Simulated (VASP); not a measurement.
# SiNi (Pnma) in VASP: a series of runs

SiNi is run at these levels: LDA; tasks: relaxation of cell and atoms, single point.

Program: VASP 6.6.1. These are calculated values, not measurements. Logs are shortened: lines on timing, memory, paths and dates and some standing lists are left out, and cuts for length are marked.

### Step 1. The cell of the first run

It takes space group Pnma (No. 62, orthorhombic). Conventional cell: a = 5.154 Å, b = 3.375 Å, c = 5.620 Å, α = 90.00°, β = 90.00°, γ = 90.00°. Si (site symmetry m) has 6 Ni at 2.29 to 2.41 Å and 2 Si at 2.67 Å within 3.0 Å. Ni (site symmetry m) has 6 Si at 2.29 to 2.41 Å and 4 Ni at 2.67 to 2.71 Å within 3.0 Å.

### Step 2. Relaxation of cell and atoms, LDA

Input file INCAR:

```
PREC = Accurate ; ENCUT = 600
EDIFF = 1E-6 ; ISMEAR = 0
SIGMA = 0.1 ; LREAL = False
LASPH = True ; NELM = 100
ALGO = Normal ; ISIF = 3
LWAVE = False ; LCHARG = False
GGA = CA ; IBRION = 2
NSW = 70 ; EDIFFG = -0.005
```

Input file KPOINTS:

```
Automatic mesh
0
Gamma
  8 10 6
```

Input file POSCAR:

```
SiNi
1.0
    5.1540864214      0.0000000000      0.0000000000
    0.0000000000      3.3754899881      0.0000000000
    0.0000000000      0.0000000000      5.6197139615
Si Ni
4 4
Direct
    0.3212470393      0.7500000000      0.0840781272
    0.1787529607      0.2500000000      0.5840781272
    0.8212470393      0.7500000000      0.4159218728
    0.6787529607      0.2500000000      0.9159218728
    0.0082175891      0.2500000000      0.1884869317
    0.4917824109      0.7500000000      0.6884869317
    0.5082175891      0.2500000000      0.3115130683
    0.9917824109      0.7500000000      0.8115130683
```

Potentials or basis: VASP PAW LDA potentials, release 64 (Si, Ni).

Command:

```sh
cat potpaw_LDA.64/Si/POTCAR potpaw_LDA.64/Ni/POTCAR > POTCAR
mpirun -np 1 vasp_std > vasp.out
```

OUTCAR:

```text
PREC = Accurate
   ENCUT = 600
   EDIFF = 1E-6
   ISMEAR = 0
   LREAL = False
   LASPH = True
   NELM = 100
   ISIF = 3
   GGA = CA
   IBRION = 2
   NSW = 70
   EDIFFG = -0.005

 ion  position               nearest neighbor table
   1  0.321  0.750  0.084-   8 2.29   7 2.33   7 2.33   6 2.39   5 2.41   5 2.41   4 2.67   4 2.67

   2  0.179  0.250  0.584-   7 2.29   8 2.33   8 2.33   5 2.39   6 2.41   6 2.41   3 2.67   3 2.67

   3  0.821  0.750  0.416-   6 2.29   5 2.33   5 2.33   8 2.39   7 2.41   7 2.41   2 2.67   2 2.67

   4  0.679  0.250  0.916-   5 2.29   6 2.33   6 2.33   7 2.39   8 2.41   8 2.41   1 2.67   1 2.67

   5  0.008  0.250  0.188-   4 2.29   3 2.33   3 2.33   2 2.39   1 2.41   1 2.41   7 2.67   7 2.67
                             8 2.71   8 2.71
   6  0.492  0.750  0.688-   3 2.29   4 2.33   4 2.33   1 2.39   2 2.41   2 2.41   8 2.67   8 2.67
                             7 2.71   7 2.71
   7  0.508  0.250  0.312-   2 2.29   1 2.33   1 2.33   4 2.39   3 2.41   3 2.41   5 2.67   5 2.67
                             6 2.71   6 2.71
   8  0.992  0.750  0.812-   1 2.29   2 2.33   2 2.33   3 2.39   4 2.41   4 2.41   6 2.67   6 2.67
                             5 2.71   5 2.71

  LATTYP: Found a simple orthorhombic cell.
 ALAT       =     3.3754899881
 B/A-ratio  =     1.5269150374
 C/A-ratio  =     1.6648587261

  Lattice vectors:

 A1 = (   0.0000000000,  -3.3754899881,   0.0000000000)
 A2 = (   5.1540864214,   0.0000000000,   0.0000000000)
 A3 = (   0.0000000000,   0.0000000000,   5.6197139615)

Analysis of symmetry for initial positions (statically):
=====================================================================
 Subroutine PRICEL returns:
 Original cell was already a primitive cell.

 Routine SETGRP: Setting up the symmetry group for a
 simple orthorhombic supercell.

 Subroutine GETGRP returns: Found  8 space group operations
 (whereof  2 operations were pure point group operations)
 out of a pool of  8 trial point group operations.

The static configuration has the point symmetry S_2 .
 The point group associated with its full space group is D_2h.

Analysis of symmetry for dynamics (positions and initial velocities):
=====================================================================
 Subroutine PRICEL returns:
 Original cell was already a primitive cell.

 Routine SETGRP: Setting up the symmetry group for a
 simple orthorhombic supercell.

 Subroutine GETGRP returns: Found  8 space group operations
 (whereof  2 operations were pure point group operations)
 out of a pool of  8 trial point group operations.

[... 137 lines left out ...]
   LORBIT       =      0    0 simple, 1 ext, 2 COOP (PROOUT), +10 PAW based schemes
   GGA     = CA    functional components
   LHFCALC =     F    Hartree Fock is set to
   AEXX    =    0.0000 exact exchange contribution
   IVDW    =     0    specifies the selected vdW correction
   LEPSILON=     F    determine dielectric tensor
   LRPA    =     F    only Hartree local field effects (RPA)
 conjugate gradient relaxation of ions
 non-spin polarized calculation
 Gauss-broadening in eV      SIGMA  =   0.10
  energy-cutoff  :      600.00
  volume of cell :       97.77
 maximum number of plane-waves:      3288
 NGX is ok and might be reduce to    42
   NGX = 21   NGY = 13   NGZ = 23

--------------------------------------- Ionic step        1  -------------------------------------------

 number of electron      56.0000013 magnetization

 Free energy of the ion-electron system (eV)
  ---------------------------------------------------
  ext. energy  EPLUGINS =         0.00000000
  ---------------------------------------------------
  free energy    TOTEN  =       -54.89159807 eV

  energy without entropy =      -54.88375762  energy(sigma->0) =      -54.88767784

------------------------ aborting loop because EDIFF is reached ----------------------------------------

  FORCE on cell =-STRESS in cart. coord.  units (eV):
  Direction    XX          YY          ZZ          XY          YZ          ZX
  --------------------------------------------------------------------------------------
  -------------------------------------------------------------------------------------
  Total       -6.3775743     -6.0561389     -6.3586572      0.0000000      0.0000000      0.0000000
  in kB     -104.5113307    -99.2438676   -104.2013309      0.0000000      0.0000000      0.0000000
  external PRESSURE =    -102.6521764 kB  Pullay stress =       0.0000000 kB
[... 107 lines left out ...]
  FREE ENERGIE OF THE ION-ELECTRON SYSTEM (eV)
  ---------------------------------------------------
  free  energy   TOTEN  =       -55.0750134420 eV

  energy  without entropy=      -55.0679094428  energy(sigma->0) =      -55.07146144

[... ionic steps 4 to 15 ...]

--------------------------------------- Ionic step       16  -------------------------------------------

 number of electron      56.0000016 magnetization

------------------------ aborting loop because EDIFF is reached ----------------------------------------
[... 79 lines left out ...]
--------------------------------------- Ionic step       18  -------------------------------------------

 number of electron      56.0000015 magnetization

 Free energy of the ion-electron system (eV)
  ---------------------------------------------------
  ext. energy  EPLUGINS =         0.00000000
  ---------------------------------------------------
  free energy    TOTEN  =       -55.07892959 eV

  energy without entropy =      -55.07172104  energy(sigma->0) =      -55.07532531

 E-fermi :  11.0089     XC(G=0): -12.6492

 val. band max:       10.9832475057   @ k =   0.0000   0.5000   0.3333
 cond. band min:      11.0340005343   @ k =   0.1250   0.4000   0.0000
 fundamental gap:      0.0507530286
 Fermi energy:        11.0089303885

 k-point     1 :       0.0000    0.0000    0.0000
  band No.  band energies     occupation
      1      -2.3336      2.00000
      2       1.2515      2.00000
      3       2.3828      2.00000
      4       3.0946      2.00000
      5       4.2358      2.00000
      6       4.7433      2.00000
[... 853 lines left out ...]
     32      12.2817      0.00000
     33      13.6444      0.00000

 [... further k-points ...]

------------------------ aborting loop because EDIFF is reached ----------------------------------------

  FORCE on cell =-STRESS in cart. coord.  units (eV):
  Direction    XX          YY          ZZ          XY          YZ          ZX
  --------------------------------------------------------------------------------------
  -------------------------------------------------------------------------------------
  Total       -0.0057385     -0.0026200     -0.0070376      0.0000000      0.0000000      0.0000000
  in kB       -0.0996139     -0.0454800     -0.1221645      0.0000000      0.0000000      0.0000000
  external PRESSURE =      -0.0890861 kB  Pullay stress =       0.0000000 kB
[... 23 lines left out ...]
  FREE ENERGIE OF THE ION-ELECTRON SYSTEM (eV)
  ---------------------------------------------------
  free  energy   TOTEN  =       -55.0789295883 eV

  energy  without entropy=      -55.0717210396  energy(sigma->0) =      -55.07532531

 reached required accuracy - stopping structural energy minimisation
```

OSZICAR:

```text
N       E                     dE             d eps       ncg     rms          rms(c)
DAV:   1     0.384569515470E+03    0.38457E+03   -0.27322E+04  7920   0.222E+03
DAV:   2    -0.265749763268E+02   -0.41114E+03   -0.40327E+03  7920   0.429E+02
DAV:   3    -0.603255919671E+02   -0.33751E+02   -0.32999E+02  8919   0.147E+02
DAV:   4    -0.617670084323E+02   -0.14414E+01   -0.14271E+01  9986   0.273E+01
[... 154 lines left out ...]
DAV:   2    -0.550792959399E+02   -0.12913E-03   -0.47102E-03  9532   0.101E+00    0.149E-01
DAV:   3    -0.550789415433E+02    0.35440E-03   -0.18574E-03  9287   0.655E-01    0.293E-02
DAV:   4    -0.550789322252E+02    0.93181E-05   -0.99185E-05  9631   0.682E-02    0.136E-02
DAV:   5    -0.550789297790E+02    0.24462E-05   -0.10512E-05  9688   0.437E-02    0.551E-03
DAV:   6    -0.550789295883E+02    0.19068E-06   -0.99888E-07  4173   0.752E-03
  18 F= -.55078930E+02 E0= -.55075325E+02  d E =-.217244E-04
```

CONTCAR:

```text
SiNi
   1.00000000000000
     5.0506861480281131   -0.0000000000000000    0.0000000000000000
     0.0000000000000000    3.3310778713883620    0.0000000000000000
     0.0000000000000000    0.0000000000000000    5.4860062231050462
  Si              Ni
     4     4
Direct
     0.3203300076568565    0.7500000000000000    0.0865546443390722
     0.1796699923431435    0.2500000000000000    0.5865546443390720
     0.8203300076568566    0.7500000000000000    0.4134453556609278
     0.6796699923431434    0.2500000000000000    0.9134453556609280
     0.0094069053481370    0.2500000000000000    0.1877906550009464
     0.4905930946518630    0.7500000000000000    0.6877906550009467
     0.5094069053481370    0.2500000000000000    0.3122093449990536
     0.9905930946518630    0.7500000000000000    0.8122093449990533

  0.00000000E+00  0.00000000E+00  0.00000000E+00
  0.00000000E+00  0.00000000E+00  0.00000000E+00
  0.00000000E+00  0.00000000E+00  0.00000000E+00
  0.00000000E+00  0.00000000E+00  0.00000000E+00
  0.00000000E+00  0.00000000E+00  0.00000000E+00
  0.00000000E+00  0.00000000E+00  0.00000000E+00
  0.00000000E+00  0.00000000E+00  0.00000000E+00
  0.00000000E+00  0.00000000E+00  0.00000000E+00
```

Wall time 63 min (1 thread of Intel Xeon Platinum 8259CL at 2.50GHz (Skylake/Cascade Lake), shared host); peak memory 0.48 GiB.

Results:

| Item | Value |
| --- | --- |
| Free energy | -55.0789 eV |
| Relaxed volume | 11.54 Å³/atom |
| Relaxed cell | a = 5.051 Å, b = 3.331 Å, c = 5.486 Å, α = 90.00°, β = 90.00°, γ = 90.00° |
| Space group after relaxing (to 0.1 Å) | Pnma (No. 62) |
| Energy gained by relaxing | 23.4 meV/atom |
| Ionic steps | 18 |
| Pressure after relaxing | 0.0 GPa |
| Largest force after relaxing | 0.004 eV/Å |
| Band gap on the k mesh | zero (bands 28 and 29 overlap by 1.95 eV) |

Forces in eV/Å, atoms in the order of the input:
```
Si  -0.003  0.000  0.003
Si   0.003  0.000  0.003
Si  -0.003  0.000 -0.003
Si   0.003  0.000 -0.003
Ni  -0.001  0.000 -0.002
Ni   0.001  0.000 -0.002
Ni  -0.001  0.000  0.002
Ni   0.001  0.000  0.002
```

Step by step:
```tsv
step	energy change (eV)	largest force (eV/Å)	pressure (GPa)	volume (Å³)
1	0.0000	0.1585	-10.27	97.77
2	0.0357	0.2885	13.95	87.10
3	-0.1834	0.0837	-0.13	92.44
4	-0.1834	0.0872	0.10	92.34
5	-0.1854	0.0480	0.03	92.30
6	-0.1860	0.0466	0.04	92.26
7	-0.1860	0.0438	0.12	92.26
8	-0.1866	0.0217	-0.20	92.37
9	-0.1867	0.0133	-0.20	92.41
10	-0.1871	0.0136	0.09	92.24
11	-0.1871	0.0154	0.11	92.22
12	-0.1871	0.0198	0.18	92.16
13	-0.1871	0.0176	0.25	92.19
14	-0.1871	0.0164	0.20	92.20
15	-0.1873	0.0111	0.09	92.25
16	-0.1873	0.0115	-0.03	92.26
17	-0.1873	0.0112	0.05	92.26
18	-0.1873	0.0041	-0.01	92.30
```

Final structure:
```xyz
8
Lattice="5.0507 0.0000 0.0000 0.0000 3.3311 0.0000 0.0000 0.0000 5.4860" Properties=species:S:1:pos:R:3 pbc="T T T"
Si    1.6179    2.4983    0.4748
Si    0.9075    0.8328    3.2178
Si    4.1432    2.4983    2.2682
Si    3.4328    0.8328    5.0112
Ni    0.0475    0.8328    1.0302
Ni    2.4778    2.4983    3.7732
Ni    2.5729    0.8328    1.7128
Ni    5.0032    2.4983    4.4558
```

Spin polarisation is off, so any magnetic state and its effect on volume and gap are missing. Zero-point motion and thermal expansion aren't in these numbers.

### Step 3. Single point, LDA

This run uses another cell than the first one, of 11.52 Å³/atom.

Input file INCAR:

```
SYSTEM = SiNi
ALGO     = Normal         ! electronic algorithm
EDIFF    = 1E-7           ! SCF threshold, eV
ENCUT    = 520            ! plane-wave cutoff, eV
GGA      = CA             ! functional
ISIF     = 2              ! what is computed and relaxed
ISMEAR   = 0              ! smearing method
LASPH    = .True.         ! aspherical terms in the spheres
LCHARG   = .True.         ! write CHGCAR
LELF     = .True.         ! ELF
LREAL    = .False.        ! projectors in reciprocal space
LVHAR    = .True.       
LWAVE    = .False.        ! write WAVECAR
NBANDS   = 38             ! bands
NELM     = 60             ! most SCF steps
PREC     = Accurate       ! precision mode
SIGMA    = 0.1            ! smearing width, eV
```

Input file KPOINTS:

```
k-points
0
Gamma
  8 10 6
  0 0 0
```

Input file POSCAR:

```
SiNi
1.0
    5.0459162122      0.0000000000      0.0000000000
    0.0000000000      3.3323195839      0.0000000000
    0.0000000000      0.0000000000      5.4803171681
Si Ni
4 4
Direct
    0.3203127076      0.7500000000      0.0867813490
    0.1796872924      0.2500000000      0.5867813490
    0.8203127076      0.7500000000      0.4132186510
    0.6796872924      0.2500000000      0.9132186510
    0.0091892253      0.2500000000      0.1878230178
    0.4908107747      0.7500000000      0.6878230178
    0.5091892253      0.2500000000      0.3121769822
    0.9908107747      0.7500000000      0.8121769822
```

Potentials or basis: VASP PAW LDA potentials, release 64 (Si, Ni).

Command:

```sh
cat potpaw_LDA.64/Si/POTCAR potpaw_LDA.64/Ni/POTCAR > POTCAR
mpirun -np 1 vasp_std > vasp.out
```

OUTCAR:

```text
SYSTEM = SiNi
   EDIFF = 1E-7
   ENCUT = 520
   GGA = CA
   ISIF = 2
   ISMEAR = 0
   LASPH = .True.
   LREAL = .False.
   NELM = 60
   PREC = Accurate

 ion  position               nearest neighbor table
   1  0.320  0.750  0.087-   8 2.24   7 2.28   7 2.28   6 2.35   5 2.36   5 2.36   4 2.64   4 2.64
                             3 3.09   3 3.09
   2  0.180  0.250  0.587-   7 2.24   8 2.28   8 2.28   5 2.35   6 2.36   6 2.36   3 2.64   3 2.64
                             4 3.09   4 3.09
   3  0.820  0.750  0.413-   6 2.24   5 2.28   5 2.28   8 2.35   7 2.36   7 2.36   2 2.64   2 2.64
                             1 3.09   1 3.09
[... 1210 lines left out ...]
  Total        0.1970098      0.1164157      0.1939704      0.0000000      0.0000000      0.0000000
  in kB        3.4253593      2.0240891      3.3725140      0.0000000      0.0000000      0.0000000
  external PRESSURE =       2.9406541 kB  Pullay stress =       0.0000000 kB

 VOLUME and BASIS-vectors are now :
 -----------------------------------------------------------------------------
  energy-cutoff  :      520.00
  volume of cell :       92.15
      direct lattice vectors                 reciprocal lattice vectors
     5.045916212  0.000000000  0.000000000     0.198180064  0.000000000  0.000000000
     0.000000000  3.332319584  0.000000000     0.000000000  0.300091265  0.000000000
     0.000000000  0.000000000  5.480317168     0.000000000  0.000000000  0.182471191

 POSITION                                       TOTAL-FORCE (eV/Angst)
 -----------------------------------------------------------------------------------
      1.61627      2.49924      0.47559         0.000761      0.000000      0.004391
      0.90669      0.83308      3.21575        -0.000761      0.000000      0.004391
      4.13923      2.49924      2.26457         0.000761     -0.000000     -0.004391
      3.42965      0.83308      5.00473        -0.000761      0.000000     -0.004391
      0.04637      0.83308      1.02933         0.013930      0.000000     -0.007238
      2.47659      2.49924      3.76949        -0.013930      0.000000     -0.007238
      2.56933      0.83308      1.71083         0.013930     -0.000000      0.007238
      4.99955      2.49924      4.45099        -0.013930      0.000000      0.007238
 -----------------------------------------------------------------------------------
    total drift:                               -0.000000      0.000000      0.000000

  FREE ENERGIE OF THE ION-ELECTRON SYSTEM (eV)
  ---------------------------------------------------
  free  energy   TOTEN  =       -55.0763217321 eV

  energy  without entropy=      -55.0690889090  energy(sigma->0) =      -55.07270532
```

Run time: 7 min. Hardware: 1 thread of AMD EPYC 7R43 (Zen 3), shared host; peak memory 0.36 GiB.

What came out:

- Free energy: -55.0763 eV
- Pressure: 0.3 GPa
- Largest force: 0.016 eV/Å
- Band gap on the k mesh: zero (bands 28 and 29 overlap by 1.96 eV)

Forces in eV/Å, atoms in the order of the input:
```
Si   0.001  0.000  0.004
Si  -0.001  0.000  0.004
Si   0.001  0.000 -0.004
Si  -0.001  0.000 -0.004
Ni   0.014  0.000 -0.007
Ni  -0.014  0.000 -0.007
Ni   0.014  0.000  0.007
Ni  -0.014  0.000  0.007
```
